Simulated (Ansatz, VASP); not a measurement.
# Two plane-wave programs on Sb

```
CELL_PARAMETERS angstrom
4.05877 0.00000 0.00000
-2.02939 3.51500 0.00000
0.00000 0.00000 27.10000
ATOMIC_POSITIONS crystal
Sb 0.33333 0.66667 0.25809
Sb 0.66667 0.33333 0.31941
```

Alike in both runs: functional revPBE; dispersion D3(BJ); k mesh 12 × 12 × 1; occupations gaussian, width 0.03 eV; no spin polarisation.

Ansatz relaxed the structure, and its values are those at the end. VASP's run is a single point on that final structure, the one shown.

```csv
,VASP,Ansatz
version,VASP 6.6.1,Ansatz 0.2.0
potentials or method,"VASP PAW PBE potentials, release 64 (Sb), cutoff 400 eV","scalar-relativistic, plane waves, PAW"
valence electrons in the cell,10,30
```

Ansatz gave:

| Item | Value |
| --- | --- |
| gap on the k mesh at the Fermi level (eV) | 1.17 |
| least direct gap on the mesh (eV) | 1.72 |
| rms of the force components (eV/Å) | 0.000 |

Task: Estimate VASP's values.

Result: gap on the k mesh at the Fermi level (eV): 1.18; least direct gap on the mesh (eV): 1.69; rms of the force components (eV/Å): 0.044.

VASP's potentials were made for PBE, not for revPBE. VASP's potentials hold 10 valence electrons a cell and Ansatz's 30, so a difference there can come from the potentials and not from the codes. Ansatz's warnings: slab cell height set, structure snapped to symmetry, xc potential rough in thin density.

Spin-orbit coupling is off throughout.
